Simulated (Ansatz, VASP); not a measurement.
## Pt: VASP beside Ansatz

```xyz
4
Lattice="2.1413 -3.6291 0.0000 2.1413 3.6291 0.0000 0.0000 0.0000 4.2883" Properties=species:S:1:pos:R:3 pbc="T T T"
Pt    2.1413    2.5222    0.3366
Pt    2.1413   -1.1069    1.8075
Pt    2.1413   -2.5222    3.9516
Pt    2.1413    1.1069    2.4808
```

Alike in both runs: task relaxation of cell and atoms; functional PBEsol; k mesh 6 × 6 × 4; occupations gaussian, width 0.1 eV; no spin polarisation.

|  | VASP | Ansatz |
| --- | --- | --- |
| version | VASP 6.6.1 | Ansatz 0.2.0 |
| potentials or method | VASP PAW PBE potentials, release 64 (Pt), cutoff 600 eV | scalar-relativistic, plane waves, PAW |
| valence electrons in the cell | 40 | 72 |

```csv
,VASP,Ansatz,Ansatz less VASP
"gap on the k mesh at the Fermi level, each at its own relaxed structure (eV)",none,none,-
relaxed volume (Å³/atom),15.18,15.21,+0.030
relaxed length of the cell vector where the two differ most in proportion (Å),3.348,3.352,+0.0036
```

VASP's potentials were made for PBE, not for PBEsol. A gap of «none» marks a metal or a gap that the smearing closes. VASP's potentials hold 40 valence electrons a cell and Ansatz's 72, so a difference there can come from the potentials and not from the codes.

The k mesh is coarse, so the values compare programs but aren't converged. Spin-orbit coupling is off throughout.
